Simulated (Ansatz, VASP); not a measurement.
One calculation of Ta2Si2Ge, two programs

```
CELL_PARAMETERS angstrom
2.97216 0.00000 0.00000
-1.48608 2.57397 0.00000
0.00000 0.00000 11.58510
ATOMIC_POSITIONS crystal
Ta 0.33333 0.66667 0.22539
Ta 0.33333 0.66667 0.77461
Si 0.66667 0.33333 0.40065
Si 0.66667 0.33333 0.59935
Ge 0.33333 0.66667 0.00000
```

Alike in both runs: task relaxation of cell and atoms; functional PBE; k mesh 12 × 12 × 4; occupations gaussian, width 0.1 eV; no spin polarisation.

|  | VASP | Ansatz |
| --- | --- | --- |
| version | VASP 6.6.1 | Ansatz 0.2.0 |
| potentials or method | VASP PAW PBE potentials, release 64 (Ta_pv, Si, Ge_d), cutoff 600 eV | scalar-relativistic, plane waves, PAW |
| valence electrons in the cell | 44 | 48 |

```csv
,VASP,Ansatz,Ansatz less VASP
"gap on the k mesh at the Fermi level, each at its own relaxed structure (eV)",none,none,-
relaxed volume (Å³/atom),17.72,17.70,-0.016
relaxed cell length with the largest relative difference (Å),2.963,2.963,-0.0009
```

A gap of «none» marks a metal or a gap that the smearing closes. VASP's potentials hold 44 valence electrons a cell and Ansatz's 48, so a difference there can come from the potentials and not from the codes.

Spin-orbit coupling is off throughout.
